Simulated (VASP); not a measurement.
# Ba8Hf8O25 (a cell with a defect) in VASP: single point with PBEsol

Aim: the single point of Ba8Hf8O25 (a cell with a defect) with PBEsol.

All numbers are computed with VASP 6.6.1; they aren't measurements. Logs are shortened: lines on timing, memory, paths and dates and some standing lists are left out, and cuts for length are marked.

### Step 1. The cell of the first run

The cell holds a defect, 41 atoms: a = 8.315 Å, b = 8.315 Å, c = 8.315 Å, α = 90.00°, β = 90.00°, γ = 90.00°.

### Step 2. Single point, PBEsol

INCAR

```
SYSTEM = Ba8Hf8O25
ALGO     = Normal         ! electronic algorithm
EDIFF    = 1E-6           ! SCF threshold, eV
ENCUT    = 520            ! plane-wave cutoff, eV
GGA      = PS             ! functional
ISIF     = 2              ! what is computed and relaxed
ISMEAR   = -1             ! smearing method
ISYM     = 0            
LASPH    = .TRUE.         ! aspherical terms in the spheres
LCHARG   = .FALSE.        ! write CHGCAR
LREAL    = Auto         
LWAVE    = .FALSE.        ! write WAVECAR
NBANDS   = 181            ! bands
NELM     = 100            ! most SCF steps
PREC     = Accurate       ! precision mode
SIGMA    = 0.05           ! smearing width, eV
```

KPOINTS

```
Automatic mesh
0
Gamma
  1 1 1
  0.25 0.25 0.25
```

POSCAR

```
Ba8Hf8O25
1.0
    8.3151870000      0.0000000000      0.0000000000
    0.0000000000      8.3151870000      0.0000000000
    0.0000000000      0.0000000000      8.3151870000
Ba Hf O
8 8 25
Direct
    0.9994450000      0.9952190000      0.9955520000
    0.9995860000      0.9951250000      0.4921920000
    0.9995940000      0.5050210000      0.9962130000
    0.9994140000      0.5047920000      0.4928910000
    0.4992370000      0.0124230000      0.0020080000
    0.4991660000      0.0130000000      0.4848590000
    0.4997760000      0.4871450000      0.0034590000
    0.4999740000      0.4874500000      0.4862910000
    0.2464190000      0.2501360000      0.2442140000
    0.2492870000      0.2500850000      0.7442330000
    0.2480100000      0.7500860000      0.2443370000
    0.2458960000      0.7500450000      0.7441460000
    0.7526310000      0.2499310000      0.2441260000
    0.7497710000      0.2500070000      0.7441590000
    0.7511030000      0.7499800000      0.2441520000
    0.7531190000      0.7500620000      0.7442220000
    0.2516670000      0.2500140000      0.9944660000
    0.2521240000      0.2500910000      0.4941180000
    0.2288800000      0.7502760000      0.9964980000
    0.2278270000      0.7499550000      0.4920740000
    0.7474880000      0.2503150000      0.9942620000
    0.7469140000      0.2497950000      0.4939020000
    0.7708950000      0.7498460000      0.9963180000
    0.7705380000      0.7502270000      0.4918830000
    0.9995420000      0.2500880000      0.2444230000
    0.9995300000      0.2499680000      0.7439720000
    0.9995480000      0.7499890000      0.2440970000
    0.9995320000      0.7501160000      0.7443970000
    0.4995430000      0.2500370000      0.2438950000
    0.4995370000      0.2501210000      0.7444760000
    0.4995410000      0.7501030000      0.2443100000
    0.4987470000      0.7477130000      0.8311430000
    0.2505160000      0.0012300000      0.2444040000
    0.2553600000      0.9988820000      0.7446100000
    0.2506240000      0.4990610000      0.2442830000
    0.2549290000      0.5013190000      0.7439010000
    0.7485250000      0.0010270000      0.2438600000
    0.7439860000      0.9987840000      0.7446800000
    0.7485140000      0.4988560000      0.2444390000
    0.7438660000      0.5012070000      0.7434130000
    0.5003520000      0.7522420000      0.6568060000
```

Potentials or basis: VASP PAW PBE potentials, release 64 (Ba_sv, Hf_pv, O).

The run is started by

```bash
$ cat potpaw_PBE.64/Ba_sv/POTCAR potpaw_PBE.64/Hf_pv/POTCAR potpaw_PBE.64/O/POTCAR > POTCAR
$ mpirun -np 1 vasp_std > vasp.out
```

OUTCAR:

```text
SYSTEM = Ba8Hf8O25
   EDIFF = 1E-6
   ENCUT = 520
   GGA = PS
   ISIF = 2
   ISMEAR = -1
   ISYM = 0
   LASPH = .TRUE.
   LREAL = Auto
   NELM = 100
   PREC = Accurate

 ion  position               nearest neighbor table
   1  0.999  0.995  0.996-  23 2.79  19 2.79  27 2.90  28 2.92  37 2.94  33 2.94  25 2.96  26 2.98
                            38 2.98  34 2.98  17 2.98  21 2.98  15 3.56  11 3.56  16 3.57  12 3.57
   2  1.000  0.995  0.492-  20 2.79  24 2.79  27 2.90  28 2.92  33 2.93  37 2.94  25 2.96  26 2.98
                            22 2.98  18 2.98  38 2.99  34 2.99  11 3.56  15 3.56  12 3.57  16 3.57
   3  1.000  0.505  0.996-  23 2.79  19 2.79  27 2.90  28 2.92  35 2.94  39 2.94  25 2.96  21 2.98
                            17 2.98  26 2.98  36 2.99  40 2.99  15 3.56  11 3.56  12 3.57  16 3.57
   4  0.999  0.505  0.493-  20 2.79  24 2.79  27 2.90  28 2.92  39 2.94  35 2.94  25 2.96  26 2.97
                            40 2.98  36 2.98  18 2.98  22 2.98  15 3.56  11 3.56  16 3.57  12 3.57
   5  0.499  0.012  0.002-  32 2.62  29 2.82  17 2.85  21 2.86  33 2.89  37 2.89  30 2.91  34 2.95
                            38 2.96  31 2.97  19 3.13  23 3.14   9 3.52  13 3.52  10 3.58  14 3.58
   6  0.499  0.013  0.485-  41 2.60  29 2.81  18 2.85  22 2.85  33 2.88  37 2.89  30 2.92  31 2.96
                            34 2.96  38 2.97  24 3.14  20 3.14   9 3.51  13 3.51  10 3.59  14 3.59
   7  0.500  0.487  0.003-  32 2.60  29 2.81  21 2.85  17 2.85  39 2.88  35 2.88  30 2.92  31 2.97
                            40 2.97  36 2.97  23 3.14  19 3.14  13 3.51   9 3.51  14 3.59  10 3.59
   8  0.500  0.487  0.486-  41 2.62  29 2.82  22 2.85  18 2.85  39 2.89  35 2.89  30 2.92  40 2.95
                            36 2.96  31 2.97  24 3.14  20 3.14  13 3.52   9 3.52  14 3.58  10 3.58
   9  0.246  0.250  0.244-  25 2.05  33 2.07  35 2.07  17 2.08  18 2.08  29 2.10   6 3.51   7 3.51
                             5 3.52   8 3.52   3 3.60   2 3.60   4 3.60   1 3.60
  10  0.249  0.250  0.744-  26 2.08  18 2.08  17 2.08  30 2.08  34 2.09  36 2.09   5 3.58   8 3.58
                             6 3.59   7 3.59   4 3.63   1 3.63   3 3.63   2 3.63
  11  0.248  0.750  0.244-  27 2.07  20 2.07  19 2.07  35 2.09  33 2.09  31 2.09   2 3.56   3 3.56
                             4 3.56   1 3.56   6 3.63   7 3.63   5 3.63   8 3.63
  12  0.246  0.750  0.744-  28 2.05  36 2.07  34 2.07  20 2.10  19 2.10  32 2.22  41 2.24   4 3.57
                             1 3.57   2 3.57   3 3.57   5 3.71   8 3.72   6 3.72   7 3.73
  13  0.753  0.250  0.244-  25 2.05  37 2.07  39 2.07  22 2.08  21 2.08  29 2.10   7 3.51   6 3.51
                             8 3.52   5 3.52   2 3.60   3 3.60   1 3.60   4 3.60
  14  0.750  0.250  0.744-  26 2.08  21 2.08  30 2.08  22 2.08  40 2.09  38 2.09   8 3.58   5 3.58
                             7 3.59   6 3.59   4 3.63   1 3.63   2 3.63   3 3.63
  15  0.751  0.750  0.244-  27 2.07  24 2.07  23 2.07  37 2.09  39 2.09  31 2.09   3 3.56   2 3.56
                             1 3.56   4 3.56   7 3.63   6 3.63   8 3.63   5 3.63
  16  0.753  0.750  0.744-  28 2.05  38 2.07  40 2.07  23 2.10  24 2.10  41 2.22  32 2.24   1 3.57
                             4 3.57   3 3.57   2 3.57   8 3.71   5 3.72   7 3.72   6 3.73
  17  0.252  0.250  0.994-   9 2.08  10 2.08   5 2.85   7 2.85   1 2.98   3 2.98
  18  0.252  0.250  0.494-   9 2.08  10 2.08   6 2.85   8 2.85   4 2.98   2 2.98
  19  0.229  0.750  0.996-  11 2.07  12 2.10   1 2.79   3 2.79   5 3.13   7 3.14
  20  0.228  0.750  0.492-  11 2.07  12 2.10   2 2.79   4 2.79   6 3.14   8 3.14
  21  0.747  0.250  0.994-  13 2.08  14 2.08   7 2.85   5 2.86   3 2.98   1 2.98
[... 199 lines left out ...]
   LORBIT       =      0    0 simple, 1 ext, 2 COOP (PROOUT), +10 PAW based schemes
   GGA     = PS    functional components
   LHFCALC =     F    Hartree Fock is set to
   AEXX    =    0.0000 exact exchange contribution
   IVDW    =     0    specifies the selected vdW correction
   LEPSILON=     F    determine dielectric tensor
   LRPA    =     F    only Hartree local field effects (RPA)
 non-spin polarized calculation
  energy-cutoff  :      520.00
  volume of cell :      574.93
 maximum number of plane-waves:     15468
 NGX is ok and might be reduce to    64
   NGX = 31   NGY = 31   NGZ = 31

 number of electron     310.0000047 magnetization

 Free energy of the ion-electron system (eV)
  ---------------------------------------------------
  ext. energy  EPLUGINS =         0.00000000
  ---------------------------------------------------
  free energy    TOTEN  =      -368.25223529 eV

  energy without entropy =     -368.25223529  energy(sigma->0) =     -368.25223529

 E-fermi :   3.8074     XC(G=0): -11.2169

 val. band max:        2.5192761643   @ k =  -0.2500   0.2500   0.2500
 cond. band min:       6.4476299657   @ k =  -0.2500  -0.2500   0.2500
 fundamental gap:      3.9283538014
 Fermi energy:         3.8074250352

 k-point     1 :       0.2500    0.2500    0.2500
  band No.  band energies     occupation
      1     -26.7242      2.00000
      2     -26.5610      2.00000
      3     -26.4698      2.00000
      4     -26.4646      2.00000
      5     -26.3770      2.00000
      6     -26.3761      2.00000
[... 669 lines left out ...]
    166       8.1509      0.00000
    167       8.2512      0.00000
 [bands above 167 left out]

------------------------ aborting loop because EDIFF is reached ----------------------------------------

  FORCE on cell =-STRESS in cart. coord.  units (eV):
  Direction    XX          YY          ZZ          XY          YZ          ZX
  --------------------------------------------------------------------------------------
  -------------------------------------------------------------------------------------
  Total        3.6304357      4.7725201      6.3138068     -0.0320334     -0.1471678     -0.0217904
  in kB       10.1170355     13.2997136     17.5948598     -0.0892683     -0.4101165     -0.0607239
  external PRESSURE =      13.6705363 kB  Pullay stress =       0.0000000 kB

 VOLUME and BASIS-vectors are now :
 -----------------------------------------------------------------------------
  energy-cutoff  :      520.00
  volume of cell :      574.93
      direct lattice vectors                 reciprocal lattice vectors
     8.315187000  0.000000000  0.000000000     0.120261877  0.000000000  0.000000000
     0.000000000  8.315187000  0.000000000     0.000000000  0.120261877  0.000000000
     0.000000000  0.000000000  8.315187000     0.000000000  0.000000000  0.120261877

 POSITION                                       TOTAL-FORCE (eV/Angst)
 -----------------------------------------------------------------------------------
      8.31057      8.27543      8.27820         0.004591      0.055169      0.000191
      8.31174      8.27465      4.09267        -0.009041      0.059482      0.019760
      8.31181      4.19934      8.28370         0.005076     -0.059227     -0.020445
      8.31031      4.19744      4.09848         0.005193     -0.053978     -0.002428
      4.15125      0.10330      0.01670         0.005572     -0.014341      0.014664
      4.15066      0.10810      4.03169         0.017158      0.010358      0.002858
[... 33 lines left out ...]
      6.18538      4.16763      6.18162         0.018152      0.005551      0.010774
      4.16052      6.25503      5.46146        -0.024131     -0.070534     -0.118932
 -----------------------------------------------------------------------------------
    total drift:                                0.007242     -0.002772      0.025441

  FREE ENERGIE OF THE ION-ELECTRON SYSTEM (eV)
  ---------------------------------------------------
  free  energy   TOTEN  =      -368.2522352858 eV

  energy  without entropy=     -368.2522352858  energy(sigma->0) =     -368.25223529
```

Wall time 13 min (1 thread of Intel Xeon Platinum 8259CL at 2.50GHz (Skylake/Cascade Lake), shared host); peak memory 0.72 GiB.

Results:

```
Free energy            : -368.2522 eV
Pressure               : 1.4 GPa
Largest force          : 0.148 eV/Å
Band gap on the k mesh : 3.93 eV
```

Forces in eV/Å, atoms in the order of the input:
```
Ba   0.005  0.055  0.000
Ba  -0.009  0.059  0.020
Ba   0.005 -0.059 -0.020
Ba   0.005 -0.054 -0.002
Ba   0.006 -0.014  0.015
Ba   0.017  0.010  0.003
Ba  -0.012 -0.012 -0.003
Ba  -0.015  0.018 -0.015
Hf   0.021  0.007  0.002
Hf   0.008  0.006  0.000
Hf  -0.047 -0.007 -0.019
Hf   0.052 -0.002 -0.003
Hf  -0.018 -0.006 -0.004
Hf  -0.009 -0.008 -0.002
Hf   0.043  0.009  0.010
Hf  -0.049  0.002 -0.004
O   -0.028  0.007 -0.011
O   -0.030 -0.005 -0.001
O    0.069 -0.002  0.017
O    0.112  0.009 -0.006
O    0.024  0.002 -0.001
O    0.030 -0.005  0.014
O   -0.111 -0.006  0.011
O   -0.072 -0.004 -0.008
O    0.000 -0.001  0.000
O    0.001  0.000  0.001
O    0.000  0.001 -0.003
O    0.000  0.000 -0.002
O    0.001 -0.001  0.006
O    0.002 -0.001 -0.002
O    0.003 -0.002  0.001
O    0.024  0.077  0.125
O   -0.014 -0.007  0.003
O   -0.021 -0.005 -0.011
O   -0.016 -0.008 -0.001
O   -0.013 -0.005  0.002
O    0.017  0.007  0.001
O    0.012  0.004  0.003
O    0.015  0.007 -0.006
O    0.018  0.006  0.011
O   -0.024 -0.071 -0.119
```

Caveat: the k points lie up to 0.76 Å⁻¹ apart; the PAW data sets were made with another functional, which shifts forces and pressure a little; spin-orbit coupling is left out, which moves the levels of the heavy elements.
